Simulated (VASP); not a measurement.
Wanted: the native input for a VASP 6.6.1 run.

| Quantity | Value |
| --- | --- |
| Task | relaxation of the atoms |
| Functional | PBE |
| Potentials or basis | VASP PAW PBE potentials, release 64 (Mg, O) |
| Cutoff | 520 eV |
| k mesh | 2 × 2 × 2 |
| Occupations | gaussian, width 0.05 eV |
| Spin | no spin polarisation |
| Dipole correction | no |
| Further INCAR settings | LREAL = Auto; ALGO = Normal; EDIFF = 1e-06; IBRION = 2; EDIFFG = -0.03; NSW = 80 |

The structure of Mg9O8 (a cell with a defect) lies in POSCAR:

```
Mg9O8
1.0
    0.0000000000      4.0260000000      4.0260000000
    4.0260000000      0.0000000000      4.0260000000
    4.0260000000      4.0260000000      0.0000000000
Mg O
9 8
Direct
    0.0000000000      0.0000000000      0.0000000000
    0.0000000000      0.0000000000      0.5000000000
    0.0000000000      0.5000000000      0.0000000000
    0.0000000000      0.5000000000      0.5000000000
    0.5000000000      0.0000000000      0.0000000000
    0.5000000000      0.0000000000      0.5000000000
    0.5000000000      0.5000000000      0.0000000000
    0.5000000000      0.5000000000      0.5000000000
    0.6323993800      0.1177332100      0.6313714400
    0.2500000000      0.2500000000      0.2500000000
    0.2500000000      0.2500000000      0.7500000000
    0.2500000000      0.7500000000      0.2500000000
    0.2500000000      0.7500000000      0.7500000000
    0.7500000000      0.2500000000      0.2500000000
    0.7500000000      0.2500000000      0.7500000000
    0.7500000000      0.7500000000      0.2500000000
    0.7500000000      0.7500000000      0.7500000000
```

These files were run (other wordings do the same):

INCAR

```
SYSTEM = Mg9O8
PREC     = Accurate       ! precision mode
ENCUT    = 520            ! plane-wave cutoff, eV
EDIFF    = 1E-6           ! SCF threshold, eV
ISMEAR   = 0              ! smearing method
SIGMA    = 0.05           ! smearing width, eV
LREAL    = Auto         
LASPH    = .True.         ! aspherical terms in the spheres
NELM     = 100            ! most SCF steps
ALGO     = Normal         ! electronic algorithm
ISIF     = 2              ! what is computed and relaxed
LWAVE    = .False.        ! write WAVECAR
LCHARG   = .False.        ! write CHGCAR
GGA      = PE             ! functional
IBRION   = 2              ! ionic algorithm
NSW      = 80             ! ionic steps
EDIFFG   = -0.03          ! ionic threshold
```

KPOINTS

```
regular mesh
0
Gamma
  2 2 2
  0 0 0
```

Potentials or basis: VASP PAW PBE potentials, release 64 (Mg, O).

Command:

```console
$ cat potpaw_PBE.64/Mg/POTCAR potpaw_PBE.64/O/POTCAR > POTCAR
$ mpirun -np 1 vasp_std > vasp.out
```

It gave:

The energy gained by relaxing is 390.5 meV/atom, the ionic steps are 35 and the pressure after relaxing is 87.2 GPa. The largest force after relaxing is 0.027 eV/Å. The band gap on the k mesh is zero (bands 33 and 34 overlap by 0.70 eV).

Caveat: the k points lie up to 0.68 Å⁻¹ apart, too coarse for converged energies and pressures of a metal.

It took 50 min on 1 thread of Intel Xeon 8259CL, with other jobs on the host, peak memory 0.28 GiB.
